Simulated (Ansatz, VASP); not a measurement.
## Zn2Bi in VASP and in Ansatz

File INCAR:

```
SYSTEM = Zn2Bi
PREC = Accurate ; ENCUT = 600
EDIFF = 1E-7 ; ISMEAR = 0
SIGMA = 0.1 ; LREAL = .FALSE.
LASPH = .TRUE. ; NELM = 60
ALGO = Fast ; ISIF = 3
LWAVE = .FALSE. ; LCHARG = .FALSE.
GGA = PE ; IBRION = 2
NSW = 90 ; EDIFFG = -0.04
```

KPOINTS

```
Automatic mesh
0
G
  6 6 6
  0 0 0
```

The input POSCAR:

```
Zn2Bi
1.0
    4.7650872604      0.0000000000      0.0000000000
   -2.3825436302      4.1266866189      0.0000000000
    0.0000000000      0.0000000000      3.0291209435
Zn Bi
2 1
Direct
    0.3333333333      0.6666666667      0.5000000000
    0.6666666667      0.3333333333      0.5000000000
    0.0000000000      0.0000000000      0.0000000000
```

Input for Ansatz:

```yaml
crystal:
  lattice:
    - [4.7650872604, 0.0, 0.0]
    - [-2.3825436302, 4.1266866189, 0.0]
    - [0.0, 0.0, 3.0291209435]
  atoms:
    - { symbol: Zn, position: [0.3333333333, 0.6666666667, 0.5] }
    - { symbol: Zn, position: [0.6666666667, 0.3333333333, 0.5] }
    - { symbol: Bi, position: [0.0, 0.0, 0.0] }
basis:
  ecutwfc: 420
kpoints:
  mp_grid: { grid: [6, 6, 6] }
hamiltonian:
  xc: pbe
scf:
  occupations: { method: gaussian, width: 0.1 }
  lower_state_search: "off"
output:
  forces: true
  stress: true
  eigenvalues: true
relax:
  adjacent_minimum: "off"
  f_tol: 0.04
  max_steps: 70
  cell: { stress_tol: 0.4 }
```

Alike in both runs: task relaxation of cell and atoms; functional PBE; k mesh 6 × 6 × 6; occupations gaussian, width 0.1 eV; no spin polarisation.

```csv
,VASP,Ansatz
version,VASP 6.6.1,Ansatz 0.2.0
potentials or method,"VASP PAW PBE potentials, release 64 (Zn, Bi_d), cutoff 600 eV","scalar-relativistic, plane waves, PAW"
valence electrons in the cell,39,39
```

|  | VASP | Ansatz | Ansatz less VASP |
| --- | --- | --- | --- |
| gap on the k mesh at the Fermi level, each at its own relaxed structure (eV) | none | none | - |
| relaxed volume (Å³/atom) | 22.45 | 22.38 | -0.069 |
| relaxed cell length with the largest relative difference (Å) | 3.064 | 3.058 | -0.0062 |

A gap of «none» marks a metal or a gap that the smearing closes.

Spin-orbit coupling is off throughout.
